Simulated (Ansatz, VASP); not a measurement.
## One calculation of Ge, two programs

```
Ge
1.0
     0.00000    2.83677    2.83677
     2.83677    0.00000    2.83677
     2.83677    2.83677    0.00000
Ge
2
Direct
  0.00000 0.00000 0.00000
  0.25000 0.25000 0.25000
```

Alike in both runs: functional r2SCAN; k mesh 12 × 12 × 12; occupations gaussian, width 0.02 eV; no spin polarisation.

Ansatz relaxed the structure, and its values are those at the end. VASP's run is a single point on that final structure, the one shown.

|  | VASP | Ansatz |
| --- | --- | --- |
| version | VASP 6.6.1 | Ansatz 0.2.0 |
| potentials or method | VASP PAW PBE potentials, release 64 (Ge_d), cutoff 520 eV | scalar-relativistic, plane waves, PAW |
| valence electrons in the cell | 28 | 28 |

```tsv
	VASP	Ansatz	Ansatz less VASP
gap on the k mesh at the Fermi level (eV)	0.32	0.36	+0.039
least direct gap on the mesh (eV)	0.32	0.36	+0.039
pressure (GPa)	0.1	0.1	-0.05
```

VASP's potentials were made for PBE, not for r2SCAN.
